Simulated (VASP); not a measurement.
SiNi (NiAs type): single point with PBE

SiNi (NiAs type):

```
Ni Si
1.0
     3.23768    0.00000    0.00000
    -1.61884    2.80391    0.00000
     0.00000    0.00000    4.53638
Ni Si
2 2
Direct
  0.00000 0.00000 0.00000
  0.00000 0.00000 0.50000
  0.33333 0.66667 0.25000
  0.66667 0.33333 0.75000
```

- Program: VASP 6.6.1
- Task: single point
- Functional: PBE
- Potentials or basis: VASP PAW PBE potentials, release 64 (Ni, Si)
- Cutoff: 600 eV
- k mesh: 11 × 11 × 6
- Occupations: fermi-dirac, width 0.1 eV
- Spin: no spin polarisation

```
Pressure               : 59.8 GPa
Band gap on the k mesh : zero (bands 14 and 15 overlap by 6.10 eV)
```

Stress tensor (GPa, compression positive):
```
59.73  0.00  0.00
 0.00 59.73  0.00
 0.00  0.00 59.92
```

Levels at points of the mesh, in eV from the Fermi level:
```csv
k point,band 11,band 12,band 13,band 14,band 15,band 16,band 17,band 18
"(0.00, 0.00, 0.00)",-2.04,-2.04,0.37,2.96,2.96,5.84,5.84,5.96
"(0.00, 0.00, 0.50)",-3.38,-3.38,2.98,2.98,5.44,5.44,5.44,5.44
```

Run time: 96 s on 1 thread of Intel Xeon 8259CL (shared host), peak memory 0.21 GiB.

Caveat: the cell stands under pressure. Spin polarisation is off, so any magnetic state and its effect on volume and gap are missing.
